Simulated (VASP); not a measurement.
Set up this calculation in VASP 6.6.1, as the native input.

| Property | Result |
| --- | --- |
| Task | single point |
| Functional | r2SCAN |
| Potentials or basis | VASP PAW PBE potentials, release 64 (Zn, S) |
| Cutoff | 520 eV |
| k mesh | 9 × 9 × 4 |
| Occupations | gaussian, width 0.02 eV |
| Spin | no spin polarisation |
| Dipole correction | no |
| Further INCAR settings | ALGO = Normal; EDIFF = 1e-06; NBANDS = 26 |

ZnS (Wurtzite-2H):

```
Zn S
1.0
     3.76782    0.00000    0.00000
    -1.88391    3.26302    0.00000
     0.00000    0.00000    6.18330
Zn S
2 2
Direct
  0.33333 0.66667 0.00539
  0.66667 0.33333 0.50539
  0.33333 0.66667 0.37961
  0.66667 0.33333 0.87961
```

This cell differs from its parent crystal: volume scaled by 0.97, then relaxed in part.

These files were run (other wordings do the same):

POSCAR

```
ZnS
1.0
    3.7678163631      0.0000000000      0.0000000000
   -1.8839081816      3.2630246872      0.0000000000
    0.0000000000      0.0000000000      6.1833007486
Zn S
2 2
Direct
    0.3333333333      0.6666666667      0.0053936192
    0.6666666667      0.3333333333      0.5053936192
    0.3333333333      0.6666666667      0.3796063808
    0.6666666667      0.3333333333      0.8796063808
```

INCAR.step1

```
PREC     = Accurate       # precision mode
ENCUT    = 520            # plane-wave cutoff, eV
ISMEAR   = 0              # smearing method
SIGMA    = 0.02           # smearing width, eV
LREAL    = False          # projectors in reciprocal space
LASPH    = True           # aspherical terms in the spheres
NELM     = 60             # most SCF steps
NBANDS   = 26             # bands
GGA      = PE             # functional
ALGO     = Normal         # electronic algorithm
EDIFF    = 1E-4           # SCF threshold, eV
LWAVE    = True           # write WAVECAR
LCHARG   = False          # write CHGCAR
```

INCAR.step2

```
PREC     = Accurate       # precision mode
ENCUT    = 520            # plane-wave cutoff, eV
EDIFF    = 1E-6           # SCF threshold, eV
ISMEAR   = 0              # smearing method
SIGMA    = 0.02           # smearing width, eV
LREAL    = False          # projectors in reciprocal space
LASPH    = True           # aspherical terms in the spheres
NELM     = 60             # most SCF steps
ALGO     = Normal         # electronic algorithm
ISIF     = 2              # what is computed and relaxed
LWAVE    = False          # write WAVECAR
LCHARG   = False          # write CHGCAR
METAGGA  = R2SCAN         # meta-GGA
LMIXTAU  = True         
NBANDS   = 26             # bands
ISTART   = 1
```

KPOINTS

```
Automatic mesh
0
Gamma
  9 9 4
```

Potentials or basis: VASP PAW PBE potentials, release 64 (Zn, S).

Run with:

```bash
$ cat potpaw_PBE.64/Zn/POTCAR potpaw_PBE.64/S/POTCAR > POTCAR
$ cp INCAR.step1 INCAR
$ mpirun -np 1 vasp_std > vasp.out
$ cp INCAR.step2 INCAR
$ mpirun -np 1 vasp_std > vasp.out
```

Results of the run:

| Property | Result |
| --- | --- |
| Pressure | 2.6 GPa |
| Band gap on the k mesh | 2.93 eV, direct |

Caveat: the PAW data sets were made with another functional, which shifts forces and pressure a little.

Run time: 3 min on 1 thread of AMD EPYC 9R45 96-Core Processor (Zen 5) (shared host), peak memory 0.2 GiB.
